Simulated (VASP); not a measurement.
Crystal: BeS.

```
Be S
1.0
     0.00000    2.31730    2.31730
     2.31730    0.00000    2.31730
     2.31730    2.31730    0.00000
Be S
1 1
Cartesian
  0.0000 0.0000 0.0000
  2.3173 2.3173 2.3173
```

Program: VASP 6.6.1. Alike in all runs: task single point; no spin polarisation; cell as given; cutoff (eV) 520; smearing gaussian 0.01 eV. Hardware: 1 thread of AMD EPYC 7571, on a shared host.

**Question.** Order these runs on this cell by their wall time, lowest first.
A. level PBE; potentials or basis VASP PAW PBE potentials, release 64 (Be, S); k mesh 6 × 6 × 6
B. level r2SCAN; potentials or basis VASP PAW PBE potentials, release 64 (Be, S); k mesh 10 × 10 × 10
C. level LDA; potentials or basis VASP PAW LDA potentials, release 64 (Be, S); k mesh 10 × 10 × 10

**Answer.** A (8 s), C (18 s), B (72 s).
